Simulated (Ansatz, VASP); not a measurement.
**C: VASP beside Ansatz**

File INCAR:

```
PREC = Accurate
ENCUT = 520
EDIFF = 1E-6
ISMEAR = 0
SIGMA = 0.05
LREAL = False
LASPH = True
NELM = 100
ALGO = Normal
ISIF = 2
LWAVE = False
LCHARG = False
GGA = PE
NBANDS = 26
```

KPOINTS

```
regular mesh
0
Gamma
  12 12 4
```

Contents of POSCAR:

```
C
1.0
    2.4971642856      0.0000000000      0.0000000000
   -1.2485821428      2.1626077088      0.0000000000
    0.0000000000      0.0000000000      8.2357629922
C
8
Direct
   -0.0137570027     -0.0275140053      0.0929732494
   -0.0137570027     -0.0275140053      0.5929732494
   -0.0137570027     -0.0275140053      0.4070267506
   -0.0137570027     -0.0275140053      0.9070267506
    0.3470903360      0.6941806720      0.1555299995
    0.6804236693      0.3608473387      0.6555299995
    0.3470903360      0.6941806720      0.3444700005
    0.6804236693      0.3608473387      0.8444700005
```

Input for Ansatz:

```yaml
crystal:
  lattice:
    - [2.4971642856, 0.0, 0.0]
    - [-1.2485821428, 2.1626077088, 0.0]
    - [0.0, 0.0, 8.2357629922]
  atoms:
    - { symbol: C, position: [-0.0137570027, -0.0275140053, 0.0929732494] }
    - { symbol: C, position: [-0.0137570027, -0.0275140053, 0.5929732494] }
    - { symbol: C, position: [-0.0137570027, -0.0275140053, 0.4070267506] }
    - { symbol: C, position: [-0.0137570027, -0.0275140053, 0.9070267506] }
    - { symbol: C, position: [0.347090336, 0.694180672, 0.1555299995] }
    - { symbol: C, position: [0.6804236693, 0.3608473387, 0.6555299995] }
    - { symbol: C, position: [0.347090336, 0.694180672, 0.3444700005] }
    - { symbol: C, position: [0.6804236693, 0.3608473387, 0.8444700005] }
basis:
  ecutwfc: 520.0
kpoints:
  mp_grid: { grid: [12, 12, 4] }
hamiltonian:
  xc: pbe
  pseudopotentials: { kind: paw, azcp: { folder: soft_1 } }
scf:
  occupations: { method: gaussian, width: 0.05 }
output:
  forces: true
  stress: true
  eigenvalues: true
```

Change from the starting cell: mode 14 frozen in at -0.060 Å, equal normal strain along x, y and z -0.0083.

Alike in both runs: task single point; functional PBE; k mesh 12 × 12 × 4; occupations gaussian, width 0.05 eV; no spin polarisation.

|  | VASP | Ansatz |
| --- | --- | --- |
| version | VASP 6.6.1 | Ansatz 0.2.0 |
| potentials or method | VASP PAW PBE potentials, release 64 (C), cutoff 520 eV | scalar-relativistic, plane waves, PAW |
| valence electrons in the cell | 32 | 32 |

Ansatz gave:

| Property | Result |
| --- | --- |
| gap on the k mesh at the Fermi level (eV) | 3.07 |
| least direct gap on the mesh (eV) | 3.45 |
| pressure (GPa) | 17.2 |
| traceless stress, the component that is largest in VASP (GPa) | 4.13 |
| rms of the force components (eV/Å) | 2.321 |

Problem. Which values does VASP return?

Solution. gap on the k mesh at the Fermi level (eV): 3.06; least direct gap on the mesh (eV): 3.45; pressure (GPa): 17.9; traceless stress, the component that is largest in VASP (GPa): 4.14; rms of the force components (eV/Å): 2.337.

Atom by atom the forces differ by 0.016 eV/Å (rms over components). The functional is the same, so the differences come from potentials, cutoffs and numerics.
